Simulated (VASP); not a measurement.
# GaN (P6_3mc) in VASP: notebook

The runs below take GaN through single point, with PBEsol.

All numbers are computed with VASP 6.6.1; they aren't measurements. Logs are shortened: lines on timing, memory, paths and dates and some standing lists are left out, and cuts for length are marked.

## Step 1: The cell of the first run

It takes space group P6_3mc (No. 186, hexagonal). Conventional cell: a = 3.230 Å, b = 3.230 Å, c = 5.263 Å, α = 90.00°, β = 90.00°, γ = 120.00°. Within 2.6 Å of Ga (site symmetry 3m) lie 4 N at 1.97 to 1.98 Å. Within 2.6 Å of N (site symmetry 3m) lie 4 Ga at 1.97 to 1.98 Å.

## Step 2: Single point, PBEsol (strain +0.015 along x and y, +0.015 along z)

INCAR reads:

```
SYSTEM = GaN
PREC     = Accurate       ! precision mode
ENCUT    = 520            ! plane-wave cutoff, eV
EDIFF    = 1E-6           ! SCF threshold, eV
ISMEAR   = 0              ! smearing method
SIGMA    = 0.05           ! smearing width, eV
LREAL    = .FALSE.        ! projectors in reciprocal space
LASPH    = .TRUE.         ! aspherical terms in the spheres
NELM     = 100            ! most SCF steps
ALGO     = Normal         ! electronic algorithm
ISIF     = 2              ! what is computed and relaxed
LWAVE    = .FALSE.        ! write WAVECAR
LCHARG   = .FALSE.        ! write CHGCAR
GGA      = PS             ! functional
NBANDS   = 26             ! bands
```

KPOINTS reads:

```
regular mesh
0
G
  12 12 6
  0 0 0
```

POSCAR reads:

```
GaN
1.0
    3.2303171645      0.0000000000      0.0000000000
   -1.6151585822      2.7975367267      0.0000000000
    0.0000000000      0.0000000000      5.2632074707
Ga N
2 2
Direct
    0.3333333333      0.6666666667      0.9991941071
    0.6666666667      0.3333333333      0.4991941071
    0.3333333333      0.6666666667      0.3758058929
    0.6666666667      0.3333333333      0.8758058929
```

Potentials or basis: VASP PAW PBE potentials, release 64 (Ga_d, N).

Started as:

```console
cat potpaw_PBE.64/Ga_d/POTCAR potpaw_PBE.64/N/POTCAR > POTCAR
mpirun -np 1 vasp_std > vasp.out
```

OUTCAR:

```text
SYSTEM = GaN
   PREC = Accurate
   ENCUT = 520
   EDIFF = 1E-6
   ISMEAR = 0
   LREAL = .FALSE.
   LASPH = .TRUE.
   NELM = 100
   ISIF = 2
   GGA = PS

 ion  position               nearest neighbor table
   1  0.333  0.667  0.999-   4 1.97   4 1.97   4 1.97   3 1.98
   2  0.667  0.333  0.499-   3 1.97   3 1.97   3 1.97   4 1.98
   3  0.333  0.667  0.376-   2 1.97   2 1.97   2 1.97   1 1.98
   4  0.667  0.333  0.876-   1 1.97   1 1.97   1 1.97   2 1.98

  LATTYP: Found a hexagonal cell.
 ALAT       =     3.2303171645
 C/A-ratio  =     1.6293160091

  Lattice vectors:

 A1 = (   3.2303171645,   0.0000000000,   0.0000000000)
 A2 = (  -1.6151585822,   2.7975367267,   0.0000000000)
 A3 = (   0.0000000000,   0.0000000000,   5.2632074707)

Analysis of symmetry for initial positions (statically):
=====================================================================
 Subroutine PRICEL returns:
 Original cell was already a primitive cell.

 Routine SETGRP: Setting up the symmetry group for a
 hexagonal supercell.

 Subroutine GETGRP returns: Found 12 space group operations
 (whereof  6 operations were pure point group operations)
 out of a pool of 24 trial point group operations.

The static configuration has the point symmetry C_3v.
 The point group associated with its full space group is C_6v.

Analysis of symmetry for dynamics (positions and initial velocities):
=====================================================================
 Subroutine PRICEL returns:
 Original cell was already a primitive cell.

 Routine SETGRP: Setting up the symmetry group for a
 hexagonal supercell.

 Subroutine GETGRP returns: Found 12 space group operations
 (whereof  6 operations were pure point group operations)
 out of a pool of 24 trial point group operations.

The dynamic configuration has the point symmetry C_3v.
 The point group associated with its full space group is C_6v.

 Subroutine INISYM returns: Found 12 space group operations
 (whereof  6 operations are pure point group operations),
 and found     1 'primitive' translations

----------------------------------------------------------------------------------------

                                     Primitive cell

  volume of cell :      47.5632

  direct lattice vectors                    reciprocal lattice vectors
     3.230317165  0.000000000  0.000000000     0.309567126  0.178728663  0.000000000
    -1.615158582  2.797536727  0.000000000     0.000000000  0.357457327  0.000000000
     0.000000000  0.000000000  5.263207471     0.000000000  0.000000000  0.189998210

  length of vectors
     3.230317165  3.230317164  5.263207471     0.357457327  0.357457327  0.189998210

  position of ions in fractional coordinates (direct lattice)
     0.333333333  0.666666667  0.999194107
     0.666666667  0.333333333  0.499194107
     0.333333333  0.666666667  0.375805893
     0.666666667  0.333333333  0.875805893

  ion indices of the primitive-cell ions
   primitive index   ion index
                 1           1
                 2           2
                 3           3
                 4           4

----------------------------------------------------------------------------------------

 KPOINTS: regular mesh

Automatic generation of k-mesh.
 Grid dimensions read from file:
 generate k-points for:   12   12    6

 Generating k-lattice:

  Cartesian coordinates                     Fractional coordinates (reciprocal lattice)
     0.025797260  0.014894055  0.000000000     0.083333333  0.000000000  0.000000000
     0.000000000  0.029788111  0.000000000     0.000000000  0.083333333  0.000000000
     0.000000000  0.000000000  0.031666368     0.000000000  0.000000000  0.166666667

  Length of vectors
     0.029788111  0.029788111  0.031666368

  Shift w.r.t. Gamma in fractional coordinates (k-lattice)
     0.000000000  0.000000000  0.000000000

 Subroutine IBZKPT returns following result:
 ===========================================

 Found     76 irreducible k-points:

 Following reciprocal coordinates:
            Coordinates               Weight
  0.000000  0.000000  0.000000      1.000000
  0.083333  0.000000  0.000000      6.000000
  0.166667  0.000000  0.000000      6.000000
  0.250000  0.000000  0.000000      6.000000
  0.333333  0.000000  0.000000      6.000000
  0.416667  0.000000  0.000000      6.000000
[... 16 lines left out ...]
  0.250000  0.000000  0.166667     12.000000
  0.333333  0.000000  0.166667     12.000000
 [... further k-points ...]
   k-points           NKPTS =     76   k-points in BZ     NKDIM =     76   number of bands    NBANDS=     26
   number of dos      NEDOS =    301   number of ions     NIONS =      4
   total plane-waves  NPLWV =  23040
   dimension x,y,z NGX =    24 NGY =   24 NGZ =   40
   dimension x,y,z NGXF=    48 NGYF=   48 NGZF=   80
   ions per type =               2   2
   NGX,Y,Z   is equivalent  to a cutoff of  12.35, 12.35, 12.63 a.u.
[... 58 lines left out ...]

 E-fermi :   5.0473     XC(G=0): -11.6901

 val. band max:        4.7589435818   @ k =   0.0000   0.0000   0.0000
 cond. band min:       6.3561798379   @ k =   0.0000   0.0000   0.0000
 fundamental gap:      1.5972362561
 Fermi energy:         5.0472511986

 k-point     1 :       0.0000    0.0000    0.0000
  band No.  band energies     occupation
      1     -10.8804      2.00000
      2     -10.0616      2.00000
      3      -8.6148      2.00000
      4      -8.6002      2.00000
      5      -8.6002      2.00000
      6      -8.5458      2.00000
[... 18 lines left out ...]
     25      16.0807      0.00000
     26      16.0807      0.00000

 k-point     2 :       0.0833    0.0000    0.0000
  band No.  band energies     occupation
      1     -10.8160      2.00000
      2     -10.0461      2.00000
      3      -8.6088      2.00000
      4      -8.5911      2.00000
      5      -8.5771      2.00000
      6      -8.5387      2.00000
[... 18 lines left out ...]
     25      15.7308      0.00000
     26      16.2287      0.00000

 k-point     3 :       0.1667    0.0000    0.0000
  band No.  band energies     occupation
      1     -10.6420      2.00000
      2     -10.0085      2.00000
      3      -8.5869      2.00000
      4      -8.5690      2.00000
      5      -8.5247      2.00000
      6      -8.4998      2.00000
[... 18 lines left out ...]
     25      15.7366      0.00000
     26      16.5772      0.00000

 k-point     4 :       0.2500    0.0000    0.0000
  band No.  band energies     occupation
      1     -10.4172      2.00000
      2      -9.9678      2.00000
      3      -8.5642      2.00000
      4      -8.5471      2.00000
      5      -8.4871      2.00000
      6      -8.4542      2.00000
[... 18 lines left out ...]
     25      15.8307      0.00000
     26      17.0375      0.00000

 k-point     5 :       0.3333    0.0000    0.0000
  band No.  band energies     occupation
      1     -10.2217      2.00000
      2      -9.9387      2.00000
      3      -8.5522      2.00000
      4      -8.5362      2.00000
      5      -8.4611      2.00000
      6      -8.4102      2.00000
[... 18 lines left out ...]
     25      16.0060      0.00000
     26      17.4340      0.00000

 k-point     6 :       0.4167    0.0000    0.0000
  band No.  band energies     occupation
      1     -10.1052      2.00000
      2      -9.9240      2.00000
      3      -8.5522      2.00000
      4      -8.5341      2.00000
      5      -8.4513      2.00000
      6      -8.4061      2.00000
[... 427 lines left out ...]
 k-point    21 :       0.0833    0.0000    0.1667
  band No.  band energies     occupation
      1     -10.7425      2.00000
      2     -10.0686      2.00000
      3      -8.6000      2.00000
      4      -8.5895      2.00000
      5      -8.5621      2.00000
      6      -8.5438      2.00000
[... 18 lines left out ...]
     25      15.5893      0.00000
     26      15.9981      0.00000

 k-point    22 :       0.1667    0.0000    0.1667
  band No.  band energies     occupation
      1     -10.5770      2.00000
      2     -10.0247      2.00000
      3      -8.5835      2.00000
      4      -8.5660      2.00000
      5      -8.5292      2.00000
      6      -8.5059      2.00000
[... 18 lines left out ...]
     25      15.3527      0.00000
     26      16.3794      0.00000

 k-point    23 :       0.2500    0.0000    0.1667
  band No.  band energies     occupation
      1     -10.3660      2.00000
      2      -9.9767      2.00000
      3      -8.5645      2.00000
      4      -8.5414      2.00000
      5      -8.4991      2.00000
      6      -8.4607      2.00000
[... 18 lines left out ...]
     25      15.4802      0.00000
     26      16.8791      0.00000

 k-point    24 :       0.3333    0.0000    0.1667
  band No.  band energies     occupation
      1     -10.1859      2.00000
      2      -9.9418      2.00000
      3      -8.5561      2.00000
      4      -8.5273      2.00000
      5      -8.4748      2.00000
      6      -8.4174      2.00000
[... 18 lines left out ...]
     25      15.7261      0.00000
     26      17.4344      0.00000

 [... further k-points ...]
[... 5 lines left out ...]
  --------------------------------------------------------------------------------------
  -------------------------------------------------------------------------------------
  Total       -2.3238742     -2.3238742     -2.3013455     -0.0000000      0.0000000      0.0000000
  in kB      -78.2801669    -78.2801669    -77.5212845     -0.0000000      0.0000000      0.0000000
  external PRESSURE =     -78.0272061 kB  Pullay stress =       0.0000000 kB

 VOLUME and BASIS-vectors are now :
 -----------------------------------------------------------------------------
  energy-cutoff  :      520.00
  volume of cell :       47.56
      direct lattice vectors                 reciprocal lattice vectors
     3.230317165  0.000000000  0.000000000     0.309567126  0.178728663  0.000000000
    -1.615158582  2.797536727  0.000000000     0.000000000  0.357457327  0.000000000
     0.000000000  0.000000000  5.263207471     0.000000000  0.000000000  0.189998210

 POSITION                                       TOTAL-FORCE (eV/Angst)
 -----------------------------------------------------------------------------------
     -0.00000      1.86502      5.25897         0.000000     -0.000000     -0.008335
      1.61516      0.93251      2.62736         0.000000      0.000000     -0.008335
     -0.00000      1.86502      1.97794        -0.000000      0.000000      0.008335
      1.61516      0.93251      4.60955        -0.000000     -0.000000      0.008335
 -----------------------------------------------------------------------------------
    total drift:                               -0.000001     -0.000001     -0.000579

  FREE ENERGIE OF THE ION-ELECTRON SYSTEM (eV)
  ---------------------------------------------------
  free  energy   TOTEN  =       -26.2159301714 eV

  energy  without entropy=      -26.2159301714  energy(sigma->0) =      -26.21593017
```

Run time: 85 s. Hardware: 1 thread of Intel Xeon Platinum 8488C (Sapphire Rapids), shared host; peak memory 0.21 GiB.

What came out:

```
Free energy            : -26.2159 eV
Pressure               : -7.8 GPa
Largest force          : 0.008 eV/Å
Band gap on the k mesh : 1.60 eV, direct
```

Forces in eV/Å, atoms in the order of the input:
```
Ga   0.000  0.000 -0.008
Ga   0.000  0.000 -0.008
N    0.000  0.000  0.008
N    0.000  0.000  0.008
```

Caveat: the cell differs from its parent crystal (strain +0.015 along x and y, +0.015 along z); the PAW data sets were made with another functional, which shifts forces and pressure a little.

## Step 3: Single point, PBEsol (strain +0.030 along x and y, +0.000 along z)

INCAR reads:

```
SYSTEM = GaN
PREC = Accurate ; ENCUT = 520
EDIFF = 1E-6 ; ISMEAR = 0
SIGMA = 0.05 ; LREAL = .False.
LASPH = .True. ; NELM = 60
ALGO = Normal ; ISIF = 2
LWAVE = .False. ; LCHARG = .False.
GGA = PS ; NBANDS = 26
```

KPOINTS reads:

```
Automatic mesh
0
Gamma
  12 12 6
  0 0 0
```

POSCAR reads:

```
GaN
1.0
    3.2780558418      0.0000000000      0.0000000000
   -1.6390279209      2.8388796340      0.0000000000
    0.0000000000      0.0000000000      5.1854260795
Ga N
2 2
Direct
    0.3333333333      0.6666666667      0.9991941071
    0.6666666667      0.3333333333      0.4991941071
    0.3333333333      0.6666666667      0.3758058929
    0.6666666667      0.3333333333      0.8758058929
```

Potentials or basis: VASP PAW PBE potentials, release 64 (Ga_d, N).

Started as:

```console
cat potpaw_PBE.64/Ga_d/POTCAR potpaw_PBE.64/N/POTCAR > POTCAR
mpirun -np 1 vasp_std > vasp.out
```

Wall time 58 s (1 thread of Intel Xeon Platinum 8488C (Sapphire Rapids), shared host); peak memory 0.21 GiB.

The run converged. Its results:

```yaml
Free_energy: -26.1496 eV
Pressure: -9.9 GPa
Largest_force: 0.238 eV/Å
Band_gap_on_the_k_mesh: 1.51 eV, direct
```

Forces in eV/Å, atoms in the order of the input:
```
Ga   0.000  0.000 -0.238
Ga   0.000  0.000 -0.238
N    0.000  0.000  0.238
N    0.000  0.000  0.238
```

Stress tensor (GPa, compression positive):
```
-13.07   0.00   0.00
  0.00 -13.07   0.00
  0.00   0.00  -3.51
```

Levels at points of the mesh, in eV from the valence-band top:
```tsv
k point	band 15	band 16	band 17	band 18	band 19	band 20	band 21	band 22
(0.00, 0.00, 0.00)	-1.12	-0.04	-0.04	0.00	1.51	3.56	8.98	9.23
(0.50, 0.00, 0.00)	-4.06	-2.71	-2.13	-0.91	4.57	5.15	5.98	8.15
(0.00, 0.00, 0.50)	-0.59	-0.59	-0.59	-0.59	3.74	3.74	8.21	8.21
(0.50, 0.00, 0.50)	-1.89	-1.89	-1.72	-1.72	4.15	4.15	7.40	7.40
```

Caveat: the cell differs from its parent crystal (strain +0.030 along x and y, +0.000 along z); the PAW data sets were made with another functional, which shifts forces and pressure a little.

## Step 4: Single point, PBEsol (strain +0.015 along x and y, +0.030 along z)

INCAR reads:

```
ALGO = Normal
EDIFF = 1E-7
ENCUT = 520
GGA = PS
ISIF = 2
ISMEAR = 0
LASPH = True
LCHARG = False
LREAL = False
LWAVE = False
NBANDS = 26
NELM = 80
PREC = Accurate
SIGMA = 0.05
```

KPOINTS reads:

```
k-points
0
Gamma
  12 12 6
```

POSCAR reads:

```
GaN
1.0
    3.2303171645      0.0000000000      0.0000000000
   -1.6151585822      2.7975367267      0.0000000000
    0.0000000000      0.0000000000      5.3409888619
Ga N
2 2
Direct
    0.3333333333      0.6666666667      0.9991941071
    0.6666666667      0.3333333333      0.4991941071
    0.3333333333      0.6666666667      0.3758058929
    0.6666666667      0.3333333333      0.8758058929
```

Started as:

```console
cat potpaw_PBE.64/Ga_d/POTCAR potpaw_PBE.64/N/POTCAR > POTCAR
mpirun -np 1 vasp_std > vasp.out
```

Run time: 84 s. Hardware: 1 thread of Intel Xeon Platinum 8488C (Sapphire Rapids), shared host; peak memory 0.21 GiB.

Results (log left out):

* Free energy: -26.1709 eV
* Pressure: -9.9 GPa
* Largest force: 0.075 eV/Å
* Band gap on the k mesh: 1.46 eV, direct

Forces on the atoms (eV/Å):
```
Ga   0.000  0.000  0.075
Ga   0.000  0.000  0.075
N    0.000  0.000 -0.075
N    0.000  0.000 -0.075
```

Stress tensor (GPa, compression positive):
```
 -8.42   0.00   0.00
  0.00  -8.42   0.00
  0.00   0.00 -12.86
```

Levels at points of the mesh, in eV from the valence-band top:
```tsv
k point	band 16	band 17	band 18	band 19	band 20	band 21
(0.00, 0.00, 0.00)	-0.08	0.00	0.00	1.46	3.95	8.66
(0.50, 0.00, 0.00)	-2.54	-2.09	-0.97	4.86	5.12	5.69
(0.00, 0.00, 0.50)	-0.48	-0.48	-0.48	3.87	3.87	7.98
(0.50, 0.00, 0.50)	-1.86	-1.82	-1.82	4.07	4.07	7.29
```

Caveat: the cell differs from its parent crystal (strain +0.015 along x and y, +0.030 along z); the PAW data sets were made with another functional, which shifts forces and pressure a little.

## Step 5: Single point, PBEsol (strain +0.030 along x and y, +0.015 along z)

INCAR reads:

```
PREC = Accurate
ENCUT = 520
EDIFF = 1E-6
ISMEAR = 0
SIGMA = 0.05
LREAL = False
LASPH = True
NELM = 100
ALGO = Normal
ISIF = 2
LWAVE = False
LCHARG = False
GGA = PS
NBANDS = 26
```

KPOINTS reads:

```
Automatic mesh
0
Gamma
  12 12 6
```

POSCAR reads:

```
GaN
1.0
    3.2780558418      0.0000000000      0.0000000000
   -1.6390279209      2.8388796340      0.0000000000
    0.0000000000      0.0000000000      5.2632074707
Ga N
2 2
Direct
    0.3333333333      0.6666666667      0.9991941071
    0.6666666667      0.3333333333      0.4991941071
    0.3333333333      0.6666666667      0.3758058929
    0.6666666667      0.3333333333      0.8758058929
```

Started as:

```console
cat potpaw_PBE.64/Ga_d/POTCAR potpaw_PBE.64/N/POTCAR > POTCAR
mpirun -np 1 vasp_std > vasp.out
```

Run time: 84 s. Hardware: 1 thread of Intel Xeon Platinum 8488C (Sapphire Rapids), shared host; peak memory 0.2 GiB.

It converged, with:

```yaml
Free_energy: -26.1220 eV
Pressure: -12.0 GPa
Largest_force: 0.104 eV/Å
Band_gap_on_the_k_mesh: 1.43 eV, direct
```

Forces on the atoms (eV/Å):
```
Ga   0.000  0.000 -0.104
Ga   0.000  0.000 -0.104
N    0.000  0.000  0.104
N    0.000  0.000  0.104
```

Stress tensor (GPa, compression positive):
```
-13.46   0.00   0.00
  0.00 -13.46   0.00
  0.00   0.00  -8.94
```

Levels at points of the mesh, in eV from the valence-band top:
| k point | band 15 | band 16 | band 17 | band 18 | band 19 | band 20 | band 21 | band 22 |
| --- | --- | --- | --- | --- | --- | --- | --- | --- |
| (0.00, 0.00, 0.00) | -1.01 | 0.00 | 0.00 | 0.00 | 1.43 | 3.62 | 8.81 | 9.29 |
| (0.50, 0.00, 0.00) | -3.95 | -2.58 | -2.05 | -0.89 | 4.65 | 5.07 | 5.88 | 8.02 |
| (0.00, 0.00, 0.50) | -0.52 | -0.52 | -0.52 | -0.52 | 3.72 | 3.72 | 8.08 | 8.08 |
| (0.50, 0.00, 0.50) | -1.81 | -1.81 | -1.72 | -1.72 | 4.10 | 4.10 | 7.29 | 7.29 |

Caveat: the cell differs from its parent crystal (strain +0.030 along x and y, +0.015 along z); the PAW data sets were made with another functional, which shifts forces and pressure a little.

## Step 6: Summary

```tsv
cell	gap on the mesh (eV)	pressure (GPa)	largest force (eV/Å)
a = 3.230, b = 3.230, c = 5.263 Å, angles 90.0, 90.0, 120.0°, 4 atoms	1.60	-7.8	0.01
a = 3.278, b = 3.278, c = 5.185 Å, angles 90.0, 90.0, 120.0°, 4 atoms	1.51	-9.9	0.24
a = 3.230, b = 3.230, c = 5.341 Å, angles 90.0, 90.0, 120.0°, 4 atoms	1.46	-9.9	0.07
a = 3.278, b = 3.278, c = 5.263 Å, angles 90.0, 90.0, 120.0°, 4 atoms	1.43	-12.0	0.10
```

Alike in all rows: task single point; level PBEsol; potentials or basis VASP PAW PBE potentials, release 64 (Ga_d, N); no spin polarisation; k mesh 12 × 12 × 6; cutoff (eV) 520; smearing gaussian 0.05 eV.

Caveats: the PAW data sets were made with another functional, which shifts forces and pressure a little.

Absolute energies hang on the potentials; compare differences alone.
